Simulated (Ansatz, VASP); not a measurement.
## K2Nb2O in VASP and in Ansatz

Contents of INCAR:

```
SYSTEM = K2Nb2O
ALGO     = Normal         ! electronic algorithm
EDIFF    = 1E-6           ! SCF threshold, eV
ENCUT    = 520            ! plane-wave cutoff, eV
GGA      = PE             ! functional
ISIF     = 2              ! what is computed and relaxed
ISMEAR   = 0              ! smearing method
ISPIN    = 2              ! spin polarisation
LASPH    = .True.         ! aspherical terms in the spheres
LCHARG   = .True.         ! write CHGCAR
LELF     = .True.         ! ELF
LMAXMIX  = 4              ! l up to which the mixer works
LORBIT   = 11             ! projections on sites
LREAL    = .False.        ! projectors in reciprocal space
LVHAR    = .True.       
LWAVE    = .False.        ! write WAVECAR
MAGMOM   = 0.03 0.03 0.6 0.6 0.37 ! initial moments
NBANDS   = 37             ! bands
NELM     = 150            ! most SCF steps
PREC     = Accurate       ! precision mode
SIGMA    = 0.1            ! smearing width, eV
```

Contents of KPOINTS:

```
k-points
0
Gamma
  6 6 4
  0 0 0
```

Contents of POSCAR:

```
K2Nb2O
1.0
    5.4666865800      0.0000000000      0.0000000000
   -2.7333432900      4.7342894500      0.0000000000
    0.0000000000      0.0000000000      5.2352423600
K Nb O
2 2 1
Direct
    0.3333333300      0.6666666700      0.5000000000
    0.6666666700      0.3333333300      0.5000000000
    0.3333333300      0.6666666700      0.0000000000
    0.6666666700      0.3333333300      0.0000000000
    0.0000000000      0.0000000000      0.0000000000
```

Input for Ansatz:

```yaml
crystal:
  lattice:
    - [5.46668658, 0.0, 0.0]
    - [-2.73334329, 4.73428945, 0.0]
    - [0.0, 0.0, 5.23524236]
  atoms:
    - { symbol: K, position: [0.33333333, 0.66666667, 0.5] }
    - { symbol: K, position: [0.66666667, 0.33333333, 0.5] }
    - { symbol: Nb, position: [0.33333333, 0.66666667, 0.0] }
    - { symbol: Nb, position: [0.66666667, 0.33333333, 0.0] }
    - { symbol: O, position: [0.0, 0.0, 0.0] }
basis:
  ecutwfc: 420
kpoints:
  mp_grid: { grid: [6, 6, 4] }
hamiltonian:
  xc: pbe
scf:
  occupations: { method: gaussian, width: 0.1 }
  lower_state_search: "off"
output:
  forces: true
  stress: true
  eigenvalues: true
  populations: true
magnetization:
  spin_polarized: true
```

Alike in both runs: task single point; functional PBE; k mesh 6 × 6 × 4; occupations gaussian, width 0.1 eV; collinear spin.

|  | VASP | Ansatz |
| --- | --- | --- |
| version | VASP 6.6.1 | Ansatz 0.2.0 |
| potentials or method | VASP PAW PBE potentials, release 64 (K_sv, Nb_sv, O), cutoff 520 eV | scalar-relativistic, plane waves, PAW |
| valence electrons in the cell | 50 | 50 |

```tsv
	VASP	Ansatz	Ansatz less VASP
gap on the k mesh at the Fermi level (eV)	none	none	-
pressure (GPa)	-3.1	-3.2	-0.08
traceless stress, the component that is largest in VASP (GPa)	21.74	21.49	-0.254
net moment per atom (μB)	0.45	0.45	+0.001
size of the moment on the site where the two differ most (μB)	0.61	0.54	-0.067
```

Site moments also hang on the region over which each program counts them. A gap of «none» marks a metal or a gap that the smearing closes. Ansatz's warnings: no starting moments.
